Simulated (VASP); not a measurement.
A run of VASP 6.6.1 is set up as follows.

Contents of INCAR:

```
PREC = Accurate ; ENCUT = 520
EDIFF = 1E-6 ; ISMEAR = 0
SIGMA = 0.05 ; LREAL = False
LASPH = True ; NELM = 100
ALGO = Normal ; ISIF = 2
LWAVE = False ; LCHARG = False
GGA = CA ; NBANDS = 19
```

File KPOINTS:

```
regular mesh
0
Gamma
  6 6 6
```

The input POSCAR:

```
RbCaH3
1.0
    3.9721703732      0.0000000000      0.0000000000
    0.0000000000      3.9721703732      0.0000000000
    0.0000000000      0.0000000000      5.9582555597
Rb Ca H
1 1 3
Direct
    0.0000000000      0.0000000000      0.0000000000
    0.5000000000      0.5000000000      0.5000000000
    0.0000000000      0.5000000000      0.5000000000
    0.5000000000      0.0000000000      0.5000000000
    0.5000000000      0.5000000000      0.0000000000
```

Potentials or basis: VASP PAW LDA potentials, release 64 (Rb_sv, Ca_sv, H).

Launch:

```bash
$ cat potpaw_LDA.64/Rb_sv/POTCAR potpaw_LDA.64/Ca_sv/POTCAR potpaw_LDA.64/H/POTCAR > POTCAR
$ mpirun -np 1 vasp_std > vasp.out
```

(1) What does it give for the pressure?

(2) Estimate the band gap on the k mesh.

## Answers

(1) 2.5 GPa.

(2) 2.46 eV (least direct gap 2.50 eV).

Caveat: the stress differs along the axes, from -6 to 7 GPa.
